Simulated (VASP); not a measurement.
# SiO2: single point with r2SCAN

SiO2:

```
CELL_PARAMETERS angstrom
4.96271 0.00000 0.00000
-2.48135 4.29783 0.00000
0.00000 0.00000 8.55560
ATOMIC_POSITIONS crystal
Si 0.66667 0.33333 0.93686
Si 0.66667 0.33333 0.56314
Si 0.33333 0.66667 0.06314
Si 0.33333 0.66667 0.43686
O 0.00000 0.39955 0.00000
O 0.39955 0.39955 0.50000
O 0.60045 0.00000 0.50000
O 0.60045 0.60045 0.00000
O 0.00000 0.60045 0.50000
O 0.66667 0.33333 0.75000
O 0.33333 0.66667 0.25000
O 0.39955 0.00000 0.00000
```

* Program: VASP 6.6.1
* Task: single point
* Functional: r2SCAN
* Potentials or basis: VASP PAW PBE potentials, release 64 (Si, O)
* Cutoff: 520 eV
* k mesh: 6 × 6 × 4
* Occupations: gaussian, width 0.02 eV
* Spin: no spin polarisation
* Dipole correction: no
* Further INCAR settings: ALGO = Normal; EDIFF = 1e-07; NBANDS = 44

```json
{
  "Pressure": "1.2 GPa",
  "Largest force": "0.022 eV/Å",
  "Band gap on the k mesh": "6.22 eV (least direct gap 6.30 eV)"
}
```

Forces on the atoms (eV/Å):
```
Si   0.000  0.000 -0.022
Si   0.000  0.000  0.022
Si   0.000  0.000  0.022
Si   0.000  0.000 -0.022
O    0.000  0.001  0.000
O    0.000  0.001  0.000
O   -0.001  0.000  0.000
O    0.000 -0.001  0.000
O    0.000 -0.001  0.000
O    0.000  0.000  0.000
O    0.000  0.000  0.000
O    0.001  0.000  0.000
```

Levels at points of the mesh, in eV from the valence-band top:
| k point | band 28 | band 29 | band 30 | band 31 | band 32 | band 33 | band 34 | band 35 | band 36 | band 37 |
| --- | --- | --- | --- | --- | --- | --- | --- | --- | --- | --- |
| (0.00, 0.00, 0.00) | -1.04 | -0.80 | -0.80 | -0.08 | -0.08 | 6.22 | 8.78 | 8.84 | 9.97 | 10.56 |
| (0.50, 0.00, 0.00) | -1.26 | -0.96 | -0.76 | -0.66 | -0.07 | 8.61 | 9.06 | 9.51 | 10.01 | 10.05 |
| (0.00, 0.00, 0.50) | -1.07 | -0.68 | -0.68 | -0.16 | -0.16 | 7.04 | 7.04 | 10.20 | 10.20 | 10.53 |
| (0.50, 0.00, 0.50) | -1.14 | -0.75 | -0.75 | -0.40 | -0.40 | 9.08 | 9.08 | 9.29 | 9.29 | 10.21 |

Run time: 20 min on 1 thread of Intel Xeon 8259CL, on a shared host, peak memory 0.41 GiB.

Caveat: the PAW data sets were made with another functional, which shifts forces and pressure a little. A k mesh can miss the band edges.
